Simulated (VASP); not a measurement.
# RbBr (Fm-3m) in VASP: notebook

The runs below take RbBr through elastic constants, with PBEsol.

Everything below comes from runs of VASP 6.6.1. Logs are shortened: lines on timing, memory, paths and dates and some standing lists are left out, and cuts for length are marked.

**1. The cell of the first run**

Symmetry: Fm-3m, No. 225, cubic system. The conventional cell has a = 6.850 Å, b = 6.850 Å, c = 6.850 Å, α = 90.00°, β = 90.00°, γ = 90.00°. Within 4.5 Å of Rb (site symmetry m-3m) lie 6 Br at 3.42 Å. Br (site symmetry m-3m) has 6 Rb at 3.42 Å within 4.5 Å.

**2. Elastic constants, PBEsol**

INCAR reads:

```
PREC = Accurate
ENCUT = 600
EDIFF = 1E-8
ISMEAR = 0
SIGMA = 0.01
LREAL = False
LASPH = True
NELM = 60
ALGO = Normal
ISIF = 3
LWAVE = False
LCHARG = True
GGA = PS
IBRION = 6
NFREE = 2
POTIM = 0.015
NSW = 1
```

KPOINTS reads:

```
regular mesh
0
Gamma
  6 6 6
```

POSCAR reads:

```
RbBr
1.0
    0.0000000000      3.4249237902      3.4249237902
    3.4249237902      0.0000000000      3.4249237902
    3.4249237902      3.4249237902      0.0000000000
Rb Br
1 1
Direct
    0.0000000000      0.0000000000      0.0000000000
    0.5000000000      0.5000000000      0.5000000000
```

Potentials or basis: VASP PAW PBE potentials, release 64 (Rb_sv, Br).

On the command line:

```bash
> cat potpaw_PBE.64/Rb_sv/POTCAR potpaw_PBE.64/Br/POTCAR > POTCAR
> mpirun -np 1 vasp_std > vasp.out
```

OUTCAR:

```text
PREC = Accurate
   ENCUT = 600
   EDIFF = 1E-8
   ISMEAR = 0
   LREAL = False
   LASPH = True
   NELM = 60
   ISIF = 3
   GGA = PS
   IBRION = 6
   NFREE = 2
   POTIM = 0.015
   NSW = 1

 ion  position               nearest neighbor table
   1  0.000  0.000  0.000-   2 3.42   2 3.42   2 3.42   2 3.42   2 3.42   2 3.42
   2  0.500  0.500  0.500-   1 3.42   1 3.42   1 3.42   1 3.42   1 3.42   1 3.42

  LATTYP: Found a face centered cubic cell.
 ALAT       =     6.8498475804

  Lattice vectors:

 A1 = (   0.0000000000,   3.4249237902,   3.4249237902)
 A2 = (   3.4249237902,   0.0000000000,   3.4249237902)
 A3 = (   3.4249237902,   3.4249237902,   0.0000000000)

Analysis of symmetry for initial positions (statically):
=====================================================================
 Subroutine PRICEL returns:
 Original cell was already a primitive cell.

 Routine SETGRP: Setting up the symmetry group for a
 face centered cubic supercell.

 Subroutine GETGRP returns: Found 48 space group operations
 (whereof 48 operations were pure point group operations)
 out of a pool of 48 trial point group operations.

The static configuration has the point symmetry O_h .

Analysis of symmetry for dynamics (positions and initial velocities):
=====================================================================
 Subroutine PRICEL returns:
 Original cell was already a primitive cell.

 Routine SETGRP: Setting up the symmetry group for a
 face centered cubic supercell.

 Subroutine GETGRP returns: Found 48 space group operations
 (whereof 48 operations were pure point group operations)
 out of a pool of 48 trial point group operations.

The dynamic configuration has the point symmetry O_h .

 Subroutine INISYM returns: Found 48 space group operations
 (whereof 48 operations are pure point group operations),
[... 685 lines left out ...]
      3     -10.4124      2.00000
      4     -10.3121      2.00000
      5     -10.2859      2.00000
      6      -2.5004      2.00000
      7      -2.2154      2.00000
      8      -2.1590      2.00000
      9       4.8087      0.00000
     10       5.8031      0.00000
     11       6.5716      0.00000
     12       6.9005      0.00000

 [... further k-points ...]

------------------------ aborting loop because EDIFF is reached ----------------------------------------

  FORCE on cell =-STRESS in cart. coord.  units (eV):
  Direction    XX          YY          ZZ          XY          YZ          ZX
  --------------------------------------------------------------------------------------
  -------------------------------------------------------------------------------------
  Total        0.0040680      0.0019658      0.0019658      0.0000000      0.0000000      0.0000000
  in kB        0.0811163      0.0391979      0.0391979      0.0000000      0.0000000      0.0000000
  external PRESSURE =       0.0531707 kB  Pullay stress =       0.0000000 kB
[... 17 lines left out ...]
  FREE ENERGIE OF THE ION-ELECTRON SYSTEM (eV)
  ---------------------------------------------------
  free  energy   TOTEN  =        -6.3553006609 eV

  energy  without entropy=       -6.3553006609  energy(sigma->0) =       -6.35530066

 INTERNAL STRAIN TENSORS FROM STRAINED CELLS
 ============================================

 INTERNAL STRAIN TENSOR FOR ION    1 for displacements in x,y,z  (eV/Angst):
          X           Y           Z          XY          YZ          ZX
  --------------------------------------------------------------------------------
  x     0.00000     0.00000    -0.00000    -0.00000     0.00000     0.00000
  y     0.00000     0.00000     0.00000    -0.00000     0.00000     0.00000
  z    -0.00000    -0.00000    -0.00000     0.00000     0.00000     0.00000

 INTERNAL STRAIN TENSORS FROM DISPLACED ATOMS
 ============================================

 INTERNAL STRAIN TENSOR FOR ION    1 for displacements in x,y,z  (eV/Angst):
          X           Y           Z          XY          YZ          ZX
  --------------------------------------------------------------------------------
  x     0.00000     0.00000     0.00000     0.00000     0.00000     0.00000
  y     0.00000     0.00000     0.00000     0.00000     0.00000     0.00000
  z     0.00000     0.00000     0.00000     0.00000     0.00000     0.00000

 INTERNAL STRAIN TENSOR FOR ION    2 for displacements in x,y,z  (eV/Angst):
          X           Y           Z          XY          YZ          ZX
  --------------------------------------------------------------------------------
  x     0.00000     0.00000     0.00000     0.00000     0.00000     0.00000
  y     0.00000     0.00000     0.00000     0.00000     0.00000     0.00000
  z     0.00000     0.00000     0.00000     0.00000     0.00000     0.00000

 Eigenvectors and eigenvalues of the dynamical matrix
 ----------------------------------------------------

   1 f  =    2.563740 THz    16.108454 2PiTHz   85.517165 cm-1    10.602772 meV
             X         Y         Z           dx          dy          dz
      0.000000  0.000000  0.000000     0.000000    0.694721    0.000000
      3.424924  3.424924  3.424924     0.000000   -0.719279    0.000000
[... 21 lines left out ...]
   6 f/i=    0.001386 THz     0.008708 2PiTHz    0.046228 cm-1     0.005731 meV
             X         Y         Z           dx          dy          dz
      0.000000  0.000000  0.000000     0.000000    0.000000    0.719279
      3.424924  3.424924  3.424924     0.000000    0.000000    0.694721

--------------------------------------------------------------------------------------------------------

 ELASTIC MODULI CONTR FROM IONIC RELAXATION (kBar)
 Direction    XX          YY          ZZ          XY          YZ          ZX
 --------------------------------------------------------------------------------
 XX           0.0000      0.0000      0.0000      0.0000      0.0000      0.0000
 YY           0.0000      0.0000      0.0000      0.0000      0.0000      0.0000
 ZZ           0.0000      0.0000      0.0000      0.0000      0.0000      0.0000
 XY           0.0000      0.0000      0.0000      0.0000      0.0000      0.0000
 YZ           0.0000      0.0000      0.0000      0.0000      0.0000      0.0000
 ZX           0.0000      0.0000      0.0000      0.0000      0.0000      0.0000
 --------------------------------------------------------------------------------

 TOTAL ELASTIC MODULI (kBar)
 Direction    XX          YY          ZZ          XY          YZ          ZX
 --------------------------------------------------------------------------------
 XX         335.6066     41.2354     41.2354      0.0000      0.0000      0.0000
 YY          41.2354    335.6066     41.2354      0.0000      0.0000     -0.0000
 ZZ          41.2354     41.2354    335.6066     -0.0000      0.0000     -0.0000
 XY           0.0000      0.0000     -0.0000     40.0053      0.0000      0.0000
 YZ           0.0000      0.0000      0.0000      0.0000     40.0053      0.0000
 ZX           0.0000     -0.0000     -0.0000      0.0000      0.0000     40.0053
 --------------------------------------------------------------------------------
```

stdout:

```text
POSCAR found type information on POSCAR RbBr
 POSCAR found :  2 types and       2 ions
 scaLAPACK will be used
 -----------------------------------------------------------------------------
|                                                                             |
|                                                                             |
|     You enforced a specific xc type in the INCAR file but a different       |
|     I HOPE YOU KNOW WHAT YOU ARE DOING!                                     |
|                                                                             |
[... 33 lines left out ...]
 Finite differences progress:
 bond charge predicted
 Finite differences progress:
 bond charge predicted
 Finite differences progress:
 bond charge predicted
 Finite differences progress:
 bond charge predicted
 Finite differences progress:
 bond charge predicted
 Finite differences progress:
```

Run time: 6.7 min. Hardware: 1 thread of AMD EPYC 9R45 (Zen 5), shared host; peak memory 0.31 GiB.

Results:

```yaml
Elastic_constants_C11_C12_C44: 34, 4, 4 GPa
Voigt_bulk_modulus: 14 GPa
Highest_phonon_frequency_at_Γ_LO-TO_splitting_left_out: 86 cm⁻¹
```

Phonon frequencies in cm⁻¹ (negative: imaginary):
| q point | frequencies |
| --- | --- |
| (0.000, 0.000, 0.000) | 0 0 0 86 86 86 |

Elastic tensor in Voigt notation (GPa, in the Cartesian axes of the cell as first typed):
```
34  4  4  0  0  0
 4 34  4  0  0  0
 4  4 34  0  0  0
 0  0  0  4  0  0
 0  0  0  0  4  0
 0  0  0  0  0  4
```

Clamped-ion elastic tensor (GPa):
```
34  4  4  0  0  0
 4 34  4  0  0  0
 4  4 34  0  0  0
 0  0  0  4  0  0
 0  0  0  0  4  0
 0  0  0  0  0  4
```

Caveat: the PAW data sets were made with another functional, which shifts forces and pressure a little.

**3. Elastic constants, PBEsol**

INCAR reads:

```
SYSTEM = RbBr
PREC = Accurate ; ENCUT = 600
EDIFF = 1E-8 ; ISMEAR = 0
SIGMA = 0.01 ; LREAL = .FALSE.
LASPH = .TRUE. ; NELM = 100
ALGO = Normal ; ISIF = 3
LWAVE = .FALSE. ; LCHARG = .TRUE.
GGA = PS ; IBRION = 6
NFREE = 2 ; POTIM = 0.015
NSW = 1
```

KPOINTS reads:

```
regular mesh
0
G
  6 6 6
  0 0 0
```

POSCAR is that of step 2.

Potentials or basis: VASP PAW PBE potentials, release 64 (Rb_sv, Br).

On the command line:

```bash
> cat potpaw_PBE.64/Rb_sv/POTCAR potpaw_PBE.64/Br/POTCAR > POTCAR
> mpirun -np 1 vasp_std > vasp.out
```

Run time: 6.7 min. Hardware: 1 thread of AMD EPYC 9R45 (Zen 5), shared host; peak memory 0.31 GiB.

Results (log left out):

| Property | Result |
| --- | --- |
| Elastic constants C11, C12, C44 | 34, 4, 4 GPa |
| Voigt bulk modulus | 14 GPa |
| Highest phonon frequency at Γ, LO-TO splitting left out | 86 cm⁻¹ |

Phonon frequencies in cm⁻¹ (negative: imaginary):
```
              q point     frequencies
(0.000, 0.000, 0.000)  0 0 0 86 86 86
```

Elastic tensor in Voigt notation (GPa, in the Cartesian axes of the cell as first typed):
```
34  4  4  0  0  0
 4 34  4  0  0  0
 4  4 34  0  0  0
 0  0  0  4  0  0
 0  0  0  0  4  0
 0  0  0  0  0  4
```

Clamped-ion elastic tensor (GPa):
```
34  4  4  0  0  0
 4 34  4  0  0  0
 4  4 34  0  0  0
 0  0  0  4  0  0
 0  0  0  0  4  0
 0  0  0  0  0  4
```

Caveat: the PAW data sets were made with another functional, which shifts forces and pressure a little.
